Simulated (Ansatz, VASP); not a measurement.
## Os: VASP beside Ansatz

```xyz
1
Lattice="0.0000 -1.9277 -1.9277 1.9277 0.0000 -1.9277 1.9277 -1.9277 0.0000" Properties=species:S:1:pos:R:3 pbc="T T T"
Os    0.0000    0.0000    0.0000
```

Alike in both runs: task relaxation of cell and atoms; functional PBE; k mesh 18 × 18 × 18; occupations gaussian, width 0.1 eV; no spin polarisation.

```csv
,VASP,Ansatz
version,VASP 6.6.1,Ansatz 0.2.0
potentials or method,"VASP PAW PBE potentials, release 64 (Os), cutoff 600 eV","scalar-relativistic, plane waves, PAW"
valence electrons in the cell,8,16
```

|  | VASP | Ansatz | Ansatz less VASP |
| --- | --- | --- | --- |
| gap on the k mesh at the Fermi level, each at its own relaxed structure (eV) | none | none | - |
| relaxed volume (Å³/atom) | 14.33 | 14.33 | -0.001 |
| relaxed cell length with the largest relative difference (Å) | 2.726 | 2.726 | -0.0001 |

A gap of «none» marks a metal or a gap that the smearing closes. VASP's potentials hold 8 valence electrons a cell and Ansatz's 16, so a difference there can come from the potentials and not from the codes.

Spin-orbit coupling is off throughout.
